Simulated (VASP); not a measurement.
The system is Al2RuCN2.

```
CELL_PARAMETERS angstrom
3.24514 0.00000 0.00000
0.00000 3.24514 0.00000
0.00000 0.00000 5.69998
ATOMIC_POSITIONS crystal
Al 0.50000 0.50000 0.75311
Al 0.50000 0.50000 0.24689
Ru 0.00000 0.00000 0.00000
C 0.00000 0.00000 0.50000
N 0.00000 0.50000 0.50000
N 0.50000 0.00000 0.50000
```

The cell was generated, and may not be a known phase.

| Property | Result |
| --- | --- |
| Program | VASP 6.6.1 |
| Task | relaxation of cell and atoms |
| Functional | PBE |
| Potentials or basis | VASP PAW PBE potentials, release 64 (Al, Ru_pv, C, N) |
| Cutoff | 600 eV |
| k mesh | 12 × 12 × 8 |
| Occupations | gaussian, width 0.1 eV |
| Spin | no spin polarisation |

At the start: pressure 1.2 GPa; volume 10.00 Å³/atom.

**Question.** Where does the relaxation end?

**Answer.** Over 13 steps the energy falls by 11.9 meV/atom; space group P4/mmm (No. 123, to 0.1 Å) before and after.

The path:
```
step  energy change (eV)  largest force (eV/Å)  pressure (GPa)  volume (Å³)
   1              0.0000                0.3654            1.21        60.03
   2             -0.0357                0.3467           -1.21        60.68
   3             -0.0342                0.1073           -5.45        62.04
   4             -0.0524                0.1588           -3.36        61.33
   5             -0.0668                0.1404           -1.53        60.65
   6             -0.0671                0.1785           -1.23        60.55
   7             -0.0704                0.1064           -0.30        60.22
   8             -0.0709                0.0544            0.34        60.00
   9             -0.0709                0.0590            0.26        60.02
  10             -0.0713                0.0125            0.02        60.07
  11             -0.0713                0.0122           -0.11        60.10
  12             -0.0714                0.0101           -0.03        60.07
  13             -0.0714                0.0092            0.06        60.03
```

Final structure:
```
CELL_PARAMETERS angstrom
3.30316 0.00000 0.00000
0.00000 3.30316 0.00000
0.00000 0.00000 5.50195
ATOMIC_POSITIONS crystal
Al 0.50000 0.50000 0.74645
Al 0.50000 0.50000 0.25355
Ru 0.00000 0.00000 0.00000
C 0.00000 0.00000 0.50000
N 0.00000 0.50000 0.50000
N 0.50000 0.00000 0.50000
```
